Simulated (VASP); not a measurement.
# Ge5H2 in VASP: notebook

Runs on Ge5H2. Level: PBE. Tasks: single point.

Program: VASP 6.6.1. These are calculated values, not measurements. Logs are shortened: lines on timing, memory, paths and dates and some standing lists are left out, and cuts for length are marked.

## (1) The cell of the first run

The cell holds a slab with vacuum, 28 atoms: a = 8.147 Å, b = 8.147 Å, c = 19.518 Å, α = 90.00°, β = 90.00°, γ = 90.00°.

## (2) Single point, PBE

Contents of INCAR:

```
PREC = Accurate
ENCUT = 410
EDIFF = 1E-6
ISMEAR = 0
SIGMA = 0.05
LREAL = False
LASPH = True
NELM = 120
ALGO = Normal
ISIF = 2
LWAVE = False
LCHARG = True
LDIPOL = True
IDIPOL = 3
DIPOL = 0.5 0.5 0.341
GGA = PE
LELF = True
LVHAR = True
LVACPOTAV = True
NBANDS = 164
GGA_COMPAT = False
NELMDL = -8
```

Contents of KPOINTS:

```
regular mesh
0
Gamma
  3 3 1
```

Contents of POSCAR:

```
Ge5H2
1.0
    8.1473826809      0.0000000000      0.0000000000
    0.0000000000      8.1473826809      0.0000000000
    0.0000000000      0.0000000000     19.5175094652
Ge H
20 8
Direct
    0.5000000000      0.5000000000      0.2513865784
    0.5000000000      0.0000000000      0.2513865784
    0.0000000000      0.5000000000      0.2513865784
    0.0000000000      0.0000000000      0.2513865784
    0.7500000000      0.5000000000      0.3251801834
    0.7500000000      0.0000000000      0.3251801834
    0.2500000000      0.5000000000      0.3251801834
    0.2500000000      0.0000000000      0.3251801834
    0.7455196427      0.7489141853      0.4003632185
    0.7455196427      0.2510858147      0.4003632185
    0.2522202661      0.7501378913      0.3964931005
    0.2522202661      0.2498621087      0.3964931005
    0.0011054838      0.7319125825      0.4718292348
    0.0011054838      0.2680874175      0.4718292348
    0.4955017312      0.7246536369      0.4755631771
    0.4955017312      0.2753463631      0.4755631771
    0.1008554515      0.0000000000      0.5100307632
    0.1022727782      0.5000000000      0.5443076775
    0.4032053178      0.0000000000      0.5094689726
    0.4300127208      0.5000000000      0.5628212559
    0.5083944213      0.6502083350      0.2033868863
    0.5083944213      0.3497916650      0.2033868863
    0.5083944213      0.1502083350      0.2033868863
    0.5083944213     -0.1502083350      0.2033868863
   -0.0083944213      0.3497916650      0.2033868863
   -0.0083944213      0.6502083350      0.2033868863
   -0.0083944213     -0.1502083350      0.2033868863
   -0.0083944213      0.1502083350      0.2033868863
```

Potentials or basis: VASP PAW PBE potentials, release 64 (Ge_d, H).

Launch:

```sh
> cat potpaw_PBE.64/Ge_d/POTCAR potpaw_PBE.64/H/POTCAR > POTCAR
> mpirun -np 1 vasp_std > vasp.out
```

OUTCAR:

```text
PREC = Accurate
   ENCUT = 410
   EDIFF = 1E-6
   ISMEAR = 0
   LREAL = False
   LASPH = True
   NELM = 120
   ISIF = 2
   GGA = PE
   NELMDL = -8

 ion  position               nearest neighbor table
   1  0.500  0.500  0.251-  21 1.54  22 1.54   5 2.49   7 2.49
   2  0.500  0.000  0.251-  23 1.54  24 1.54   6 2.49   8 2.49
   3  0.000  0.500  0.251-  25 1.54  26 1.54   5 2.49   7 2.49
   4  0.000  0.000  0.251-  27 1.54  28 1.54   6 2.49   8 2.49
   5  0.750  0.500  0.325-   1 2.49   3 2.49   9 2.50  10 2.50
   6  0.750  0.000  0.325-   2 2.49   4 2.49   9 2.52  10 2.52
[... 8 lines left out ...]
  15  0.496  0.725  0.476-  19 2.46   9 2.52  11 2.52  20 2.56
  16  0.496  0.275  0.476-  19 2.46  10 2.52  12 2.52  20 2.56
  17  0.101  0.000  0.510-  13 2.45  14 2.45  19 2.46
  18  0.102  0.500  0.544-  13 2.50  14 2.50  20 2.69
  19  0.403  0.000  0.509-  15 2.46  16 2.46  17 2.46
  20  0.430  0.500  0.563-  15 2.56  16 2.56  18 2.69
  21  0.508  0.650  0.203-   1 1.54
  22  0.508  0.350  0.203-   1 1.54
  23  0.508  0.150  0.203-   2 1.54
  24  0.508  0.850  0.203-   2 1.54
  25  0.992  0.350  0.203-   3 1.54
  26  0.992  0.650  0.203-   3 1.54
  27  0.992  0.850  0.203-   4 1.54
  28  0.992  0.150  0.203-   4 1.54

  LATTYP: Found a simple tetragonal cell.
 ALAT       =     8.1473826809
 C/A-ratio  =     2.3955557545

  Lattice vectors:

 A1 = (   8.1473826809,   0.0000000000,   0.0000000000)
 A2 = (   0.0000000000,   8.1473826809,   0.0000000000)
 A3 = (   0.0000000000,   0.0000000000,  19.5175094652)

Analysis of symmetry for initial positions (statically):
=====================================================================
 Subroutine PRICEL returns:
 Original cell was already a primitive cell.

 Routine SETGRP: Setting up the symmetry group for a
 simple tetragonal supercell.

 Subroutine GETGRP returns: Found  2 space group operations
 (whereof  2 operations were pure point group operations)
 out of a pool of 16 trial point group operations.

The static configuration has the point symmetry C_1h.

Analysis of symmetry for dynamics (positions and initial velocities):
=====================================================================
 Subroutine PRICEL returns:
 Original cell was already a primitive cell.

 Routine SETGRP: Setting up the symmetry group for a
 simple tetragonal supercell.

 Subroutine GETGRP returns: Found  2 space group operations
 (whereof  2 operations were pure point group operations)
 out of a pool of 16 trial point group operations.

The dynamic configuration has the point symmetry C_1h.

 Subroutine INISYM returns: Found  2 space group operations
 (whereof  2 operations are pure point group operations),
 and found     1 'primitive' translations
[... 139 lines left out ...]
   EMIN   =  10.00;   EMAX   =-10.00  energy-range for DOS
   EFERMI =   0.00;   METHOD = LEGACY
   ISMEAR =     0;   SIGMA  =   0.05  broadening in eV -4-tet -1-fermi 0-gaus
   EFERMI_NEDOS =   21; number of points for ismear=-14 and -15
   IALGO  =     38    algorithm
   IMIX   =      4    mixing-type and parameters
     AMIX     =   0.40;   BMIX     =  1.00
     AMIX_MAG =   1.60;   BMIX_MAG =  1.00
  volume/ion in A,a.u.               =      46.27       312.25
  Fermi-wavevector in a.u.,A,eV,Ry     =   0.991712  1.874063 13.381223  0.983492
  Thomas-Fermi vector in A             =   2.123472
   LORBIT       =      0    0 simple, 1 ext, 2 COOP (PROOUT), +10 PAW based schemes
   GGA     = PE    functional components
   LHFCALC =     F    Hartree Fock is set to
   AEXX    =    0.0000 exact exchange contribution
   IVDW    =     0    specifies the selected vdW correction
   LEPSILON=     F    determine dielectric tensor
   LRPA    =     F    only Hartree local field effects (RPA)
 non-spin polarized calculation
 Gauss-broadening in eV      SIGMA  =   0.05
  energy-cutoff  :      410.00
  volume of cell :     1295.57
 maximum number of plane-waves:     24481
 NGX is ok and might be reduce to    54
   NGX = 27   NGY = 27   NGZ = 65

 number of electron     288.0000382 magnetization

 dipolmoment           0.000000      0.000000     -0.015559 electrons x Angstroem

 Free energy of the ion-electron system (eV)
  ---------------------------------------------------
  ext. energy  EPLUGINS =         0.00000000
  ---------------------------------------------------
  free energy    TOTEN  =      -110.97880220 eV

  energy without entropy =     -110.96264349  energy(sigma->0) =     -110.97072284

 E-fermi :  -1.2680     XC(G=0):  -4.4991

 val. band max:       -1.2989814415   @ k =   0.3333   0.0000   0.0000
 cond. band min:      -1.2542686465   @ k =   0.3333   0.3333   0.0000
 fundamental gap:      0.0447127950
 Fermi energy:        -1.2680493548

 k-point     1 :       0.0000    0.0000    0.0000
  band No.  band energies     occupation
      1     -25.8326      2.00000
      2     -25.8040      2.00000
      3     -25.7832      2.00000
      4     -25.7761      2.00000
      5     -25.7644      2.00000
      6     -25.7603      2.00000
[... 625 lines left out ...]
    155       1.7766      0.00000
    156       1.8673      0.00000
 [bands above 156 left out]

------------------------ aborting loop because EDIFF is reached ----------------------------------------

  FORCE on cell =-STRESS in cart. coord.  units (eV):
  Direction    XX          YY          ZZ          XY          YZ          ZX
  --------------------------------------------------------------------------------------
  -------------------------------------------------------------------------------------
  Total       -5.0558272      9.0482716     -2.5452626      0.0000000      0.0000000     -0.0022704
  in kB       -6.2523341     11.1896263     -3.1476218      0.0000000      0.0000000     -0.0028077
  external PRESSURE =       0.5965568 kB  Pullay stress =       0.0000000 kB

 VOLUME and BASIS-vectors are now :
 -----------------------------------------------------------------------------
  energy-cutoff  :      410.00
  volume of cell :     1295.57
      direct lattice vectors                 reciprocal lattice vectors
     8.147382681  0.000000000  0.000000000     0.122738803  0.000000000  0.000000000
     0.000000000  8.147382681  0.000000000     0.000000000  0.122738803  0.000000000
     0.000000000  0.000000000 19.517509465     0.000000000  0.000000000  0.051236045

 POSITION                                       TOTAL-FORCE (eV/Angst)
 -----------------------------------------------------------------------------------
      4.07369      4.07369      4.90644         0.037699      0.000000      0.214133
      4.07369      0.00000      4.90644         0.015870      0.000000      0.193623
      0.00000      4.07369      4.90644        -0.037248      0.000000      0.220622
      0.00000      0.00000      4.90644        -0.026228      0.000000      0.235149
      6.11054      4.07369      6.34671        -0.013862      0.000000     -0.047756
      6.11054      0.00000      6.34671        -0.031788      0.000000      0.095853
[... 20 lines left out ...]
      8.07899      6.92358      3.96961         0.019991      0.027677      0.045801
      8.07899      1.22380      3.96961         0.019991     -0.027677      0.045801
 -----------------------------------------------------------------------------------
    total drift:                               -0.006650      0.000000     -0.016879

  FREE ENERGIE OF THE ION-ELECTRON SYSTEM (eV)
  ---------------------------------------------------
  free  energy   TOTEN  =      -110.9788021963 eV

  energy  without entropy=     -110.9626434851  energy(sigma->0) =     -110.97072284

 vacuum level on the upper side and lower side of the slab         3.281         3.324
```

stdout:

```text
POSCAR found type information on POSCAR GeH
 POSCAR found :  2 types and      28 ions
 scaLAPACK will be used
 -----------------------------------------------------------------------------
|                                                                             |
[... 26 lines left out ...]
|     field-free region was found. Please increase the size of  your cell     |
|     in the dimension of the dipole correction to obtain accurate            |
|     workfunction values.                                                    |
|                                                                             |
 -----------------------------------------------------------------------------
```

Wall time 81 min (1 thread of Intel Xeon 8259CL, shared host); peak memory 1 GiB.

Results:

- Free energy: -110.9788 eV
- Largest force: 0.669 eV/Å
- Band gap on the k mesh: zero (bands 144 and 145 overlap by 0.16 eV)

Forces on the atoms (eV/Å):
```
Ge   0.038  0.000  0.214
Ge   0.016  0.000  0.194
Ge  -0.037  0.000  0.221
Ge  -0.026  0.000  0.235
Ge  -0.014  0.000 -0.048
Ge  -0.032  0.000  0.096
Ge  -0.001  0.000 -0.669
Ge   0.044  0.000 -0.628
Ge   0.001  0.010  0.000
Ge   0.001 -0.010  0.000
Ge   0.005  0.005  0.005
Ge   0.005 -0.005  0.005
Ge  -0.009 -0.002 -0.009
Ge  -0.009  0.002 -0.009
Ge  -0.001 -0.007 -0.016
Ge  -0.001  0.007 -0.016
Ge   0.011  0.000  0.109
Ge  -0.001  0.000  0.088
Ge  -0.003  0.000  0.029
Ge   0.003  0.000 -0.004
H   -0.031 -0.032  0.016
H   -0.031  0.032  0.016
H   -0.010 -0.031  0.026
H   -0.010  0.031  0.026
H    0.026  0.035  0.014
H    0.026 -0.035  0.014
H    0.020  0.028  0.046
H    0.020 -0.028  0.046
```

## (3) Single point, PBE

Contents of INCAR:

```
PREC = Accurate
ENCUT = 410
EDIFF = 1E-6
ISMEAR = 0
SIGMA = 0.05
LREAL = False
LASPH = True
NELM = 120
ALGO = Normal
ISIF = 2
LWAVE = False
LCHARG = False
LDIPOL = True
IDIPOL = 3
DIPOL = 0.5 0.5 0.342
GGA = PE
NBANDS = 164
GGA_COMPAT = False
NELMDL = -8
```

Contents of KPOINTS:

```
Automatic mesh
0
Gamma
  3 3 1
```

Contents of POSCAR:

```
Ge5H2
1.0
    8.1473826809      0.0000000000      0.0000000000
    0.0000000000      8.1473826809      0.0000000000
    0.0000000000      0.0000000000     19.5175094652
Ge H
20 8
Direct
    0.5000000000      0.5000000000      0.2513865784
    0.5000000000      0.0000000000      0.2513865784
    0.0000000000      0.5000000000      0.2513865784
    0.0000000000      0.0000000000      0.2513865784
    0.7500000000      0.5000000000      0.3251801834
    0.7500000000      0.0000000000      0.3251801834
    0.2500000000      0.5000000000      0.3251801834
    0.2500000000      0.0000000000      0.3251801834
    0.7487606374      0.7487005678      0.4018074613
    0.7487606374      0.2512994322      0.4018074613
    0.2521222309      0.7483198216      0.3975678999
    0.2521222309      0.2516801784      0.3975678999
    0.0050847270      0.7421189454      0.4751308105
    0.0050847270      0.2578810546      0.4751308105
    0.4970549285      0.7257289590      0.4768260162
    0.4970549285      0.2742710410      0.4768260162
    0.0919145307      0.0000000000      0.5332406917
    0.1040171339      0.5000000000      0.5443076775
    0.3908908490      0.0000000000      0.5083452006
    0.4350525776      0.5000000000      0.5650206258
    0.5083944213      0.6502083350      0.2033868863
    0.5083944213      0.3497916650      0.2033868863
    0.5083944213      0.1502083350      0.2033868863
    0.5083944213     -0.1502083350      0.2033868863
   -0.0083944213      0.3497916650      0.2033868863
   -0.0083944213      0.6502083350      0.2033868863
   -0.0083944213     -0.1502083350      0.2033868863
   -0.0083944213      0.1502083350      0.2033868863
```

Potentials or basis: VASP PAW PBE potentials, release 64 (Ge_d, H).

Launch:

```sh
> cat potpaw_PBE.64/Ge_d/POTCAR potpaw_PBE.64/H/POTCAR > POTCAR
> mpirun -np 1 vasp_std > vasp.out
```

Wall time 38 min (1 thread of Intel Xeon Platinum 8488C (Sapphire Rapids), shared host); peak memory 1 GiB.

The run converged. Its results:

- Free energy: -110.9661 eV
- Largest force: 0.708 eV/Å
- Band gap on the k mesh: zero (bands 144 and 145 overlap by 0.04 eV)

Forces in eV/Å, atoms in the order of the input:
```
Ge   0.029  0.000  0.268
Ge   0.094  0.000  0.261
Ge  -0.060  0.000  0.257
Ge  -0.059  0.000  0.245
Ge   0.062  0.000  0.125
Ge   0.013  0.000  0.286
Ge   0.040  0.000 -0.707
Ge  -0.103  0.000 -0.404
Ge   0.002  0.021 -0.001
Ge   0.002 -0.021 -0.001
Ge   0.006  0.029  0.010
Ge   0.006 -0.029  0.010
Ge  -0.009 -0.007 -0.006
Ge  -0.009  0.007 -0.006
Ge  -0.001 -0.007 -0.010
Ge  -0.001  0.007 -0.010
Ge   0.003  0.000 -0.051
Ge  -0.003  0.000 -0.437
Ge   0.007  0.000 -0.011
Ge   0.000  0.000 -0.011
H   -0.029 -0.032  0.013
H   -0.029  0.032  0.013
H   -0.050 -0.026  0.031
H   -0.050  0.026  0.031
H    0.040  0.036  0.011
H    0.040 -0.036  0.011
H    0.031  0.027  0.042
H    0.031 -0.027  0.042
```

Levels at points of the mesh, in eV from the Fermi level:
```tsv
k point	band 140	band 141	band 142	band 143	band 144	band 145	band 146	band 147	band 148	band 149
(0.00, 0.00, 0.00)	-0.74	-0.54	-0.38	-0.33	-0.23	-0.06	0.62	0.84	1.22	1.55
```

[end of part 1 of 2]

The gap in the log of VASP goes by the Fermi energy; the results here count the filled bands.